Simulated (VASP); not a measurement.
**HfC: single point with HSE06**

The system is HfC.

```
Hf C
1.0
     0.00000    2.32500    2.32500
     2.32500    0.00000    2.32500
     2.32500    2.32500    0.00000
Hf C
1 1
Direct
  0.50000 0.50000 0.50000
  0.00000 0.00000 0.00000
```

| Item | Value |
| --- | --- |
| Program | VASP 6.6.1 |
| Task | single point |
| Functional | HSE06 |
| Potentials or basis | VASP PAW PBE potentials, release 64 (Hf_pv, C) |
| Cutoff | 520 eV |
| k mesh | 6 × 6 × 6 |
| Occupations | fermi-dirac, width 0.05 eV |
| Spin | no spin polarisation |
| Dipole correction | no |
| Grid for exact exchange (PRECFOCK) | Normal |
| Further INCAR settings | ALGO = Normal; EDIFF = 1e-06; NBANDS = 14 |
| Share of exact exchange | 0.25 |
| Screening parameter | 0.2079 1/Å |

```
Pressure               : -4.2 GPa
Band gap on the k mesh : zero (bands 7 and 8 overlap by 1.60 eV)
```

Levels at points of the mesh, in eV from the Fermi level:
| k point | band 3 | band 4 | band 5 | band 6 | band 7 | band 8 | band 9 | band 10 | band 11 | band 12 |
| --- | --- | --- | --- | --- | --- | --- | --- | --- | --- | --- |
| (0.00, 0.00, 0.00) | -31.51 | -13.72 | 1.32 | 1.32 | 1.32 | 2.21 | 2.21 | 2.21 | 4.18 | 4.18 |
| (0.50, 0.00, 0.00) | -31.58 | -9.62 | -6.75 | -3.24 | -3.24 | 6.54 | 6.54 | 7.09 | 7.46 | 13.00 |
| (0.50, 0.50, 0.00) | -31.77 | -11.64 | -2.99 | -1.42 | -0.01 | -0.01 | 6.27 | 8.02 | 8.02 | 9.65 |

Run time: 47 min on 1 thread of Intel Xeon 8259CL (shared host), peak memory 0.26 GiB.

Caveat: the k points lie up to 0.39 Å⁻¹ apart, too coarse for converged energies and pressures of a metal; the PAW data sets were made with another functional, which shifts forces and pressure a little; spin-orbit coupling is left out, which moves the levels of the heavy elements.
